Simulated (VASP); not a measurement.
# BiSbTe2S (P3m1) in VASP: notebook

The runs below take BiSbTe2S through single point, with PBE.

All numbers are computed with VASP 6.6.1; they aren't measurements. Logs are shortened: lines on timing, memory, paths and dates and some standing lists are left out, and cuts for length are marked.

### 1 The cell of the first run

It takes space group P3m1 (No. 156, trigonal). Conventional cell: a = 4.726 Å, b = 4.726 Å, c = 7.639 Å, α = 90.00°, β = 90.00°, γ = 120.00°. Sb (site symmetry 3m) has 4 Te at 2.87 to 2.97 Å and 3 Bi at 3.40 Å and 3 S at 3.86 Å within 3.9 Å. Bi (site symmetry 3m) has 4 Te at 2.88 to 2.93 Å and 3 Sb at 3.40 Å within 3.8 Å. Te (site symmetry 3m) has 3 Bi at 2.88 Å and 1 Sb at 2.97 Å and 3 S at 3.35 Å within 3.8 Å. Te (site symmetry 3m) has 3 Sb at 2.87 Å and 1 Bi at 2.93 Å and 3 S at 3.28 Å within 3.8 Å. Within 4.3 Å of S (site symmetry 3m) lie 6 Te at 3.28 to 3.35 Å and 3 Sb at 3.86 Å and 3 Bi at 3.96 Å.

The cell was generated, and may not be a known phase.

### 2 Single point, PBE

File INCAR:

```
SYSTEM = BiSbTe2S
PREC = Accurate
ENCUT = 520
EDIFF = 1E-7
ISMEAR = 0
SIGMA = 0.1
LREAL = .False.
LASPH = .True.
NELM = 100
ALGO = Normal
ISIF = 2
LWAVE = .False.
LCHARG = .False.
GGA = PE
NBANDS = 27
```

File KPOINTS:

```
Automatic mesh
0
Gamma
  6 6 2
  0 0 0
```

File POSCAR:

```
BiSbTe2S
1.0
    4.7258859400      0.0000000000      0.0000000000
   -2.3629429700      4.0927372800      0.0000000000
    0.0000000000      0.0000000000      7.6392005500
Sb Bi Te S
1 1 2 1
Direct
    0.0000000000      0.0000000000      0.3640860000
    0.6666666700      0.3333333300      0.6304360000
    0.0000000000      0.0000000000      0.7522550200
    0.6666666700      0.3333333300      0.2462570100
    0.3333333300      0.6666666700      0.0069670000
```

Potentials or basis: VASP PAW PBE potentials, release 64 (Sb, Bi_d, Te, S).

On the command line:

```bash
cat potpaw_PBE.64/Sb/POTCAR potpaw_PBE.64/Bi_d/POTCAR potpaw_PBE.64/Te/POTCAR potpaw_PBE.64/S/POTCAR > POTCAR
mpirun -np 1 vasp_std > vasp.out
```

OUTCAR:

```text
SYSTEM = BiSbTe2S
   PREC = Accurate
   ENCUT = 520
   EDIFF = 1E-7
   ISMEAR = 0
   LREAL = .False.
   LASPH = .True.
   NELM = 100
   ISIF = 2
   GGA = PE

 ion  position               nearest neighbor table
   1  0.000  0.000  0.364-   4 2.87   4 2.87   4 2.87   3 2.97   2 3.40   2 3.40   2 3.40
   2  0.667  0.333  0.630-   3 2.88   3 2.88   3 2.88   4 2.93   1 3.40   1 3.40   1 3.40
   3  0.000  0.000  0.752-   2 2.88   2 2.88   2 2.88   1 2.97
   4  0.667  0.333  0.246-   1 2.87   1 2.87   1 2.87   2 2.93
   5  0.333  0.667  0.007-

  LATTYP: Found a hexagonal cell.
 ALAT       =     4.7258859400
 C/A-ratio  =     1.6164589343

  Lattice vectors:

 A1 = (   4.7258859400,   0.0000000000,   0.0000000000)
 A2 = (  -2.3629429700,   4.0927372800,   0.0000000000)
 A3 = (   0.0000000000,   0.0000000000,   7.6392005500)

Analysis of symmetry for initial positions (statically):
=====================================================================
 Subroutine PRICEL returns:
 Original cell was already a primitive cell.

 Routine SETGRP: Setting up the symmetry group for a
 hexagonal supercell.

 Subroutine GETGRP returns: Found  6 space group operations
 (whereof  6 operations were pure point group operations)
 out of a pool of 24 trial point group operations.

The static configuration has the point symmetry C_3v.

Analysis of symmetry for dynamics (positions and initial velocities):
=====================================================================
 Subroutine PRICEL returns:
 Original cell was already a primitive cell.

 Routine SETGRP: Setting up the symmetry group for a
 hexagonal supercell.

 Subroutine GETGRP returns: Found  6 space group operations
 (whereof  6 operations were pure point group operations)
 out of a pool of 24 trial point group operations.

The dynamic configuration has the point symmetry C_3v.

 Subroutine INISYM returns: Found  6 space group operations
 (whereof  6 operations are pure point group operations),
 and found     1 'primitive' translations

----------------------------------------------------------------------------------------

                                     Primitive cell

  volume of cell :     147.7560

  direct lattice vectors                    reciprocal lattice vectors
     4.725885940  0.000000000  0.000000000     0.211600536  0.122167627  0.000000000
    -2.362942970  4.092737280  0.000000000     0.000000000  0.244335253  0.000000000
     0.000000000  0.000000000  7.639200550     0.000000000  0.000000000  0.130903750

  length of vectors
[... 79 lines left out ...]
   EDIFFG = 0.1E-05   stopping-criterion for IOM
   NSW    =      0    number of steps for IOM
   IBRION =     -1    ionic relax: 0-MD 1-quasi-New 2-CG
   NFREE  =      0    steps in history (QN), initial steepest desc. (CG)
   ISIF   =      2    stress and relaxation
   ISYM   =      2    0-nonsym 1-usesym 2-fastsym
   POTIM  = 0.5000    time-step for ionic-motion
   TEBEG  =    0.0;   TEEND  =   0.0 temperature during run
   PSTRESS=    0.0 pullay stress
   NELECT =      38.0000    total number of electrons
   NUPDOWN=      -1.0000    fix difference up-down
   EMIN   =  10.00;   EMAX   =-10.00  energy-range for DOS
   EFERMI =   0.00;   METHOD = LEGACY
   ISMEAR =     0;   SIGMA  =   0.10  broadening in eV -4-tet -1-fermi 0-gaus
   EFERMI_NEDOS =   21; number of points for ismear=-14 and -15
   IALGO  =     38    algorithm
   IMIX   =      4    mixing-type and parameters
     AMIX     =   0.40;   BMIX     =  1.00
     AMIX_MAG =   1.60;   BMIX_MAG =  1.00
  volume/ion in A,a.u.               =      29.55       199.42
  Fermi-wavevector in a.u.,A,eV,Ry     =   1.041089  1.967372 14.746885  1.083865
  Thomas-Fermi vector in A             =   2.175694
   LORBIT       =      0    0 simple, 1 ext, 2 COOP (PROOUT), +10 PAW based schemes
   GGA     = PE    functional components
   LHFCALC =     F    Hartree Fock is set to
   AEXX    =    0.0000 exact exchange contribution
   IVDW    =     0    specifies the selected vdW correction
   LEPSILON=     F    determine dielectric tensor
   LRPA    =     F    only Hartree local field effects (RPA)
 non-spin polarized calculation
 Gauss-broadening in eV      SIGMA  =   0.10
  energy-cutoff  :      520.00
  volume of cell :      147.76
 maximum number of plane-waves:      4036
 NGX is ok and might be reduce to    36
   NGX = 17   NGY = 17   NGZ = 29

 number of electron      38.0000003 magnetization

 Free energy of the ion-electron system (eV)
  ---------------------------------------------------
  ext. energy  EPLUGINS =         0.00000000
  ---------------------------------------------------
  free energy    TOTEN  =       -15.44438454 eV

  energy without entropy =      -15.42142599  energy(sigma->0) =      -15.43290527

 E-fermi :   6.9198     XC(G=0):  -9.4546

 val. band max:        6.9108507825   @ k =   0.1667   0.0000   0.0000
 cond. band min:       6.9328288275   @ k =   0.3333   0.0000   0.5000
 fundamental gap:      0.0219780450
 Fermi energy:         6.9198437037

 k-point     1 :       0.0000    0.0000    0.0000
  band No.  band energies     occupation
      1     -16.8236      2.00000
      2     -16.8222      2.00000
      3     -16.8222      2.00000
      4     -16.7911      2.00000
      5     -16.7911      2.00000
      6      -7.9703      2.00000
[... 409 lines left out ...]
     26      11.4063      0.00000
     27      12.4222      0.00000

------------------------ aborting loop because EDIFF is reached ----------------------------------------

  FORCE on cell =-STRESS in cart. coord.  units (eV):
  Direction    XX          YY          ZZ          XY          YZ          ZX
  --------------------------------------------------------------------------------------
  -------------------------------------------------------------------------------------
  Total       10.1167265     10.1167265      5.3346182     -0.0000000      0.0000000      0.0000000
  in kB      109.6997351    109.6997351     57.8454109     -0.0000000      0.0000000      0.0000000
  external PRESSURE =      92.4149604 kB  Pullay stress =       0.0000000 kB

 VOLUME and BASIS-vectors are now :
 -----------------------------------------------------------------------------
  energy-cutoff  :      520.00
  volume of cell :      147.76
      direct lattice vectors                 reciprocal lattice vectors
     4.725885940  0.000000000  0.000000000     0.211600536  0.122167627  0.000000000
    -2.362942970  4.092737280  0.000000000     0.000000000  0.244335253  0.000000000
     0.000000000  0.000000000  7.639200550     0.000000000  0.000000000  0.130903750

 POSITION                                       TOTAL-FORCE (eV/Angst)
 -----------------------------------------------------------------------------------
      0.00000      0.00000      2.78133        -0.000000      0.000000     -0.515079
      2.36294      1.36425      4.81603        -0.000000      0.000000      0.559159
      0.00000      0.00000      5.74663        -0.000000      0.000000      1.892329
      2.36294      1.36425      1.88121         0.000000     -0.000000     -1.917890
     -0.00000      2.72849      0.05322         0.000000     -0.000000     -0.018519
 -----------------------------------------------------------------------------------
    total drift:                               -0.000020      0.000011     -0.000107

  FREE ENERGIE OF THE ION-ELECTRON SYSTEM (eV)
  ---------------------------------------------------
  free  energy   TOTEN  =       -15.4443845435 eV

  energy  without entropy=      -15.4214259877  energy(sigma->0) =      -15.43290527
```

It took 92 s on 1 thread of Intel Xeon 8259CL, shared host; peak memory 0.3 GiB.

Results:

| Property | Result |
| --- | --- |
| Free energy | -15.4444 eV |
| Pressure | 9.2 GPa |
| Largest force | 1.918 eV/Å |
| Band gap on the k mesh | zero (bands 19 and 20 overlap by 0.48 eV) |

Forces in eV/Å, atoms in the order of the input:
```
Sb   0.000  0.000 -0.515
Bi   0.000  0.000  0.559
Te   0.000  0.000  1.892
Te   0.000  0.000 -1.918
S    0.000  0.000 -0.019
```

Caveat: the k points lie up to 0.41 Å⁻¹ apart; spin-orbit coupling is left out, which moves the levels of the heavy elements; forces of over 1 eV/Å act on the atoms, so gaps and moduli don't describe the material at rest.

### 3 Single point, PBE

This run uses another cell than the first one, of 30.66 Å³/atom.

File INCAR:

```
PREC = Accurate
ENCUT = 520
EDIFF = 1E-6
ISMEAR = 0
SIGMA = 0.1
LREAL = F
LASPH = T
NELM = 100
ALGO = Normal
ISIF = 2
LWAVE = F
LCHARG = T
GGA = PE
LELF = T
LVHAR = T
NBANDS = 27
```

File KPOINTS:

```
regular mesh
0
Gamma
  6 6 2
```

File POSCAR:

```
BiSbTe2S
1.0
    4.1953085321      0.0000000000      0.0000000000
   -2.0976542661      3.6332437656      0.0000000000
    0.0000000000      0.0000000000     10.0589294816
Sb Bi Te S
1 1 2 1
Direct
    0.0000000000      0.0000000000      0.3497377477
    0.6666666667      0.3333333333      0.6416859843
    0.0000000000      0.0000000000      0.8236710830
    0.6666666667      0.3333333333      0.1769170073
    0.3333333333      0.6666666667      0.0079892076
```

Potentials or basis: VASP PAW PBE potentials, release 64 (Sb, Bi_d, Te, S).

On the command line:

```bash
cat potpaw_PBE.64/Sb/POTCAR potpaw_PBE.64/Bi_d/POTCAR potpaw_PBE.64/Te/POTCAR potpaw_PBE.64/S/POTCAR > POTCAR
mpirun -np 1 vasp_std > vasp.out
```

OUTCAR:

```text
PREC = Accurate
   ENCUT = 520
   EDIFF = 1E-6
   ISMEAR = 0
   LREAL = F
   LASPH = T
   NELM = 100
   ISIF = 2
   GGA = PE

 ion  position               nearest neighbor table
   1  0.000  0.000  0.350-   4 2.98   4 2.98   4 2.98   2 3.81   2 3.81   2 3.81
   2  0.667  0.333  0.642-   3 3.04   3 3.04   3 3.04   1 3.81   1 3.81   1 3.81
   3  0.000  0.000  0.824-   2 3.04   2 3.04   2 3.04   5 3.05   5 3.05   5 3.05
   4  0.667  0.333  0.177-   5 2.96   5 2.96   5 2.96   1 2.98   1 2.98   1 2.98
   5  0.333  0.667  0.008-   4 2.96   4 2.96   4 2.96   3 3.05   3 3.05   3 3.05

  LATTYP: Found a hexagonal cell.
 ALAT       =     4.1953085321
 C/A-ratio  =     2.3976614365

  Lattice vectors:

 A1 = (   4.1953085321,   0.0000000000,   0.0000000000)
 A2 = (  -2.0976542661,   3.6332437656,   0.0000000000)
 A3 = (   0.0000000000,   0.0000000000,  10.0589294816)

Analysis of symmetry for initial positions (statically):
=====================================================================
 Subroutine PRICEL returns:
 Original cell was already a primitive cell.

 Routine SETGRP: Setting up the symmetry group for a
 hexagonal supercell.
[... 164 lines left out ...]

 val. band max:        6.0195353794   @ k =   0.0000   0.0000   0.0000
 cond. band min:       6.1442315979   @ k =   0.3333   0.3333   0.0000
 fundamental gap:      0.1246962184
 Fermi energy:         6.1136743915

 k-point     1 :       0.0000    0.0000    0.0000
  band No.  band energies     occupation
      1     -16.8337      2.00000
      2     -16.8337      2.00000
      3     -16.8240      2.00000
      4     -16.8170      2.00000
      5     -16.8170      2.00000
      6      -7.7371      2.00000
[... 409 lines left out ...]
     26      12.3503      0.00000
     27      12.3684      0.00000

------------------------ aborting loop because EDIFF is reached ----------------------------------------

  FORCE on cell =-STRESS in cart. coord.  units (eV):
  Direction    XX          YY          ZZ          XY          YZ          ZX
  --------------------------------------------------------------------------------------
  -------------------------------------------------------------------------------------
  Total       -0.0376381     -0.0376381     -0.0321125      0.0000000     -0.0000000     -0.0000000
  in kB       -0.3933038     -0.3933038     -0.3355634      0.0000000     -0.0000000     -0.0000000
  external PRESSURE =      -0.3740570 kB  Pullay stress =       0.0000000 kB

 VOLUME and BASIS-vectors are now :
 -----------------------------------------------------------------------------
  energy-cutoff  :      520.00
  volume of cell :      153.32
      direct lattice vectors                 reciprocal lattice vectors
     4.195308532  0.000000000  0.000000000     0.238361492  0.137618071  0.000000000
    -2.097654266  3.633243766  0.000000000     0.000000000  0.275236143  0.000000000
     0.000000000  0.000000000 10.058929482     0.000000000  0.000000000  0.099414158

 POSITION                                       TOTAL-FORCE (eV/Angst)
 -----------------------------------------------------------------------------------
      0.00000      0.00000      3.51799        -0.000000      0.000000      0.021610
      2.09765      1.21108      6.45467         0.000000     -0.000000     -0.015349
      0.00000      0.00000      8.28525        -0.000000      0.000000      0.021188
      2.09765      1.21108      1.77960        -0.000000      0.000000     -0.033842
     -0.00000      2.42216      0.08036         0.000000     -0.000000      0.006392
 -----------------------------------------------------------------------------------
    total drift:                               -0.000000      0.000000      0.001265

  FREE ENERGIE OF THE ION-ELECTRON SYSTEM (eV)
  ---------------------------------------------------
  free  energy   TOTEN  =       -18.0694374419 eV

  energy  without entropy=      -18.0645316529  energy(sigma->0) =      -18.06698455
```

Run time: 89 s. Hardware: 1 thread of Intel Xeon 8259CL, shared host; peak memory 0.31 GiB.

What came out:

```yaml
Free_energy: -18.0694 eV
Pressure: 0.0 GPa
Largest_force: 0.034 eV/Å
Band_gap_on_the_k_mesh: 0.12 eV (least direct gap 0.36 eV)
```

Forces in eV/Å, atoms in the order of the input:
```
Sb   0.000  0.000  0.022
Bi   0.000  0.000 -0.015
Te   0.000  0.000  0.021
Te   0.000  0.000 -0.034
S    0.000  0.000  0.006
```

Levels at points of the mesh, in eV from the valence-band top:
```
           k point  band 15  band 16  band 17  band 18  band 19  band 20  band 21  band 22  band 23  band 24
(0.00, 0.00, 0.00)    -1.62    -1.62    -0.55    -0.55     0.00     0.36     1.26     1.26     2.17     2.17
(0.50, 0.00, 0.00)    -2.81    -2.50    -1.87    -1.06    -0.44     0.21     2.28     2.36     2.48     2.94
(0.00, 0.00, 0.50)    -1.54    -1.30    -1.00    -0.70    -0.70     1.24     1.62     1.62     1.88     1.90
(0.50, 0.00, 0.50)    -2.69    -2.34    -1.67    -0.69    -0.53     0.95     1.32     1.44     1.93     3.41
```

Caveat: spin-orbit coupling is left out, which moves the levels of the heavy elements; this functional lacks dispersion, which binds layers or chains, so the pressure and a relaxed spacing across them are unreliable. A k mesh can miss the band edges.

### 4 Single point, PBE

This run uses another cell than the first one, of 30.57 Å³/atom.

File INCAR:

```
ALGO = Normal
EDIFF = 1E-7
ENCUT = 520
GGA = PE
ISIF = 2
ISMEAR = 0
LASPH = T
LCHARG = F
LREAL = F
LWAVE = F
NBANDS = 27
NELM = 100
PREC = Accurate
SIGMA = 0.01
```

File KPOINTS:

```
k-points
0
Gamma
  12 12 4
```

File POSCAR:

```
BiSbTe2S
1.0
    4.1991227179      0.0000000000      0.0000000000
   -2.0995613590      3.6365469473      0.0000000000
    0.0000000000      0.0000000000     10.0104984562
Sb Bi Te S
1 1 2 1
Direct
    0.0000000000      0.0000000000      0.3510414618
    0.6666666667      0.3333333333      0.6399136958
    0.0000000000      0.0000000000      0.8234337423
    0.6666666667      0.3333333333      0.1769504597
    0.3333333333      0.6666666667      0.0086616703
```

On the command line:

```bash
cat potpaw_PBE.64/Sb/POTCAR potpaw_PBE.64/Bi_d/POTCAR potpaw_PBE.64/Te/POTCAR potpaw_PBE.64/S/POTCAR > POTCAR
mpirun -np 1 vasp_std > vasp.out
```

Run time: 11 min. Hardware: 1 thread of Intel Xeon 8259CL, shared host; peak memory 0.49 GiB.

The run converged. Its results:

* Free energy: -18.0797 eV
* Pressure: 0.0 GPa
* Largest force: 0.037 eV/Å
* Band gap on the k mesh: 0.08 eV (least direct gap 0.34 eV)

Forces on the atoms (eV/Å):
```
Sb   0.000  0.000  0.027
Bi   0.000  0.000 -0.018
Te   0.000  0.000  0.020
Te   0.000  0.000 -0.037
S    0.000  0.000  0.008
```

Levels at points of the mesh, in eV from the valence-band top:
| k point | band 16 | band 17 | band 18 | band 19 | band 20 | band 21 | band 22 | band 23 |
| --- | --- | --- | --- | --- | --- | --- | --- | --- |
| (0.00, 0.00, 0.00) | -1.64 | -0.57 | -0.57 | -0.03 | 0.33 | 1.21 | 1.21 | 2.15 |
| (0.50, 0.00, 0.00) | -2.51 | -1.90 | -1.10 | -0.44 | 0.17 | 2.27 | 2.31 | 2.47 |
| (0.00, 0.00, 0.50) | -1.34 | -1.03 | -0.73 | -0.73 | 1.21 | 1.59 | 1.59 | 1.86 |
| (0.50, 0.00, 0.50) | -2.35 | -1.72 | -0.70 | -0.53 | 0.93 | 1.26 | 1.44 | 1.90 |

Caveat: spin-orbit coupling is left out, which moves the levels of the heavy elements; this functional lacks dispersion, which binds layers or chains, so the pressure and a relaxed spacing across them are unreliable. A k mesh can miss the band edges.

### 5 Overview

```tsv
cell	k mesh	smearing	gap on the mesh (eV)	pressure (GPa)	largest force (eV/Å)
a = 4.726, b = 4.726, c = 7.639 Å, angles 90.0, 90.0, 120.0°, 5 atoms, atomic positions A	6 × 6 × 2	gaussian 0.1 eV	none	9.2	1.92
a = 4.195, b = 4.195, c = 10.059 Å, angles 90.0, 90.0, 120.0°, 5 atoms, atomic positions B	6 × 6 × 2	gaussian 0.1 eV	0.12	0.0	0.03
a = 4.199, b = 4.199, c = 10.010 Å, angles 90.0, 90.0, 120.0°, 5 atoms, atomic positions C	12 × 12 × 4	gaussian 0.01 eV	0.08	0.0	0.04
```

Alike in all rows: task single point; level PBE; potentials or basis VASP PAW PBE potentials, release 64 (Sb, Bi_d, Te, S); no spin polarisation; cutoff (eV) 520.

Caveats: some runs use coarse meshes; spin-orbit coupling is left out, which moves the levels of the heavy elements; this functional lacks dispersion, which binds layers or chains, so the pressure and a relaxed spacing across them are unreliable (at least some runs); forces of over 1 eV/Å act on the atoms, so gaps and moduli don't describe the material at rest (at least some runs).

Total energies depend on the potentials used, so only differences within one code and one set of settings carry meaning.

The gap in the log of VASP goes by the Fermi energy; the results here count the filled bands.